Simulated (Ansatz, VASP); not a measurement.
One calculation of Si, two programs

```xyz
2
Lattice="0.0000 2.7348 2.7348 2.7348 0.0000 2.7348 2.7348 2.7348 0.0000" Properties=species:S:1:pos:R:3 pbc="T T T"
Si    0.0000    0.0000    0.0000
Si    1.3674    1.3674    1.3674
```

Alike in both runs: task single point; functional PBE; k mesh 8 × 8 × 8; occupations gaussian, width 0.02 eV; no spin polarisation.

```csv
,VASP,Ansatz
version,VASP 6.6.1,Ansatz 0.2.0
potentials or method,"VASP PAW PBE potentials, release 64 (Si), cutoff 500 eV","scalar-relativistic, plane waves, PAW"
valence electrons in the cell,8,8
```

Ansatz gave:

- gap on the k mesh at the Fermi level (eV): 0.65
- least direct gap on the mesh (eV): 2.55
- pressure (GPa): 0.0

Task: Estimate VASP's values.

Result: gap on the k mesh at the Fermi level (eV): 0.65; least direct gap on the mesh (eV): 2.56; pressure (GPa): 0.0.
